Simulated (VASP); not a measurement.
**MoS2: single point with LDA**

The system is MoS2.

```
Mo S
1.0
     3.22746    0.00000    0.00000
    -1.61373    2.79507    0.00000
     0.00000    0.00000    6.31247
Mo S
1 2
Direct
  0.00000 0.00000 0.50000
  0.33333 0.66667 0.25532
  0.66667 0.33333 0.74468
```

| Quantity | Value |
| --- | --- |
| Program | VASP 6.6.1 |
| Task | single point |
| Functional | LDA |
| Potentials or basis | VASP PAW LDA potentials, release 64 (Mo_sv, S) |
| Cutoff | 520 eV |
| k mesh | 10 × 10 × 5 |
| Occupations | fermi-dirac, width 0.05 eV |
| Spin | no spin polarisation |

| Quantity | Value |
| --- | --- |
| Pressure | -5.8 GPa |
| Largest force | 0.141 eV/Å |
| Band gap on the k mesh | zero (bands 13 and 14 overlap by 0.75 eV) |

Forces on the atoms (eV/Å):
```
Mo   0.000  0.000  0.000
S    0.000  0.000  0.141
S    0.000  0.000 -0.141
```

Stress tensor (GPa, compression positive):
```
-6.95  0.00  0.00
 0.00 -6.95  0.00
 0.00  0.00 -3.43
```

Levels at points of the mesh, in eV from the Fermi level:
| k point | band 9 | band 10 | band 11 | band 12 | band 13 | band 14 | band 15 | band 16 | band 17 | band 18 |
| --- | --- | --- | --- | --- | --- | --- | --- | --- | --- | --- |
| (0.00, 0.00, 0.00) | -4.08 | -1.85 | -1.15 | -1.01 | -1.01 | -0.33 | -0.33 | 3.16 | 3.16 | 5.95 |
| (0.50, 0.00, 0.00) | -4.79 | -4.13 | -3.21 | -1.79 | -1.77 | 0.88 | 1.64 | 3.59 | 3.69 | 5.50 |

Wall time 64 s on 1 thread of Intel Xeon 8259CL, with other jobs on the host, peak memory 0.19 GiB.

Caveat: the cell stands under tension.
